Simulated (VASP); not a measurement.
Input of a VASP 6.6.1 run:

INCAR

```
SYSTEM = GaSb
PREC     = Accurate       ! precision mode
ENCUT    = 600            ! plane-wave cutoff, eV
EDIFF    = 1E-7           ! SCF threshold, eV
ISMEAR   = -1             ! smearing method
SIGMA    = 0.1            ! smearing width, eV
LREAL    = .False.        ! projectors in reciprocal space
LASPH    = .True.         ! aspherical terms in the spheres
NELM     = 80             ! most SCF steps
ALGO     = Normal         ! electronic algorithm
ISIF     = 3              ! what is computed and relaxed
LWAVE    = .False.        ! write WAVECAR
LCHARG   = .False.        ! write CHGCAR
GGA      = PS             ! functional
IBRION   = 2              ! ionic algorithm
NSW      = 100            ! ionic steps
EDIFFG   = -0.002         ! ionic threshold
PSTRESS  = 10.0
```

KPOINTS

```
Automatic mesh
0
Gamma
  14 14 14
  0 0 0
```

File POSCAR:

```
GaSb
1.0
    0.0000000000      3.0558091531      3.0558091531
    3.0558091531      0.0000000000      3.0558091531
    3.0558091531      3.0558091531      0.0000000000
Ga Sb
1 1
Direct
    0.0000000000      0.0000000000      0.0000000000
    0.7500000000      0.7500000000      0.7500000000
```

Potentials or basis: VASP PAW PBE potentials, release 64 (Ga_d, Sb).

Launch:

```console
$ cat potpaw_PBE.64/Ga_d/POTCAR potpaw_PBE.64/Sb/POTCAR > POTCAR
$ mpirun -np 1 vasp_std > vasp.out
```

Q: What does it give for the relaxed volume?

A: 28.05 Å³/atom.

Q: What does it give for the relaxed cell?

A: a = 4.297 Å, b = 4.297 Å, c = 4.297 Å, α = 60.00°, β = 60.00°, γ = 60.00°.

Q: What does it give for the space group after relaxing (to 0.1 Å)?

A: F-43m (No. 216).

Step by step:
| step | energy change (eV) | largest force (eV/Å) | pressure (GPa) | volume (Å³) |
| --- | --- | --- | --- | --- |
| 1 | 0.0000 | 0.0000 | 0.08 | 57.07 |
| 2 | 0.0060 | 0.0000 | 1.39 | 55.73 |
| 3 | 0.0032 | 0.0000 | 1.01 | 56.11 |

Caveat: the cell is relaxed towards a set pressure, so the run minimises the enthalpy, not the energy; the PAW data sets were made with another functional, which shifts forces and pressure a little.
